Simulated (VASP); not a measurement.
Runs of VASP 6.6.1 on ZnSe. The structure is that of space group I-4m2 (No. 119), or close to it. The cells are those of the table. 

```tsv
level	cell	k mesh	smearing	gap on the mesh (eV)	pressure (GPa)
PBE	a = 3.989, b = 3.989, c = 4.206 Å, angles 58.2, 58.2, 63.6°, 2 atoms	8 × 8 × 8	fermi-dirac 0.02 eV	(b)	0.0
r2SCAN	a = 3.926, b = 3.926, c = 4.006 Å, angles 59.3, 59.3, 61.3°, 2 atoms	8 × 8 × 8	gaussian 0.01 eV	1.95	3.0
PBE	a = 3.926, b = 3.926, c = 4.006 Å, angles 59.3, 59.3, 61.3°, 2 atoms	8 × 8 × 8	fermi-dirac 0.02 eV	(c)	(a)
PBE	a = 3.926, b = 3.926, c = 4.006 Å, angles 59.3, 59.3, 61.3°, 2 atoms	4 × 4 × 4	gaussian 0.01 eV	1.35	5.8
```

Alike in all rows: task single point; potentials or basis VASP PAW PBE potentials, release 64 (Zn, Se); no spin polarisation; cutoff (eV) 520.

Q: Estimate the missing entries.

A: (a) 5.4; (b) 0.91; (c) 1.36.

Caveats: some runs use coarse meshes; the PAW data sets were made with another functional, which shifts forces and pressure a little (some runs).

A k mesh can miss the band edges, and the runs leave out spin-orbit coupling on Se.
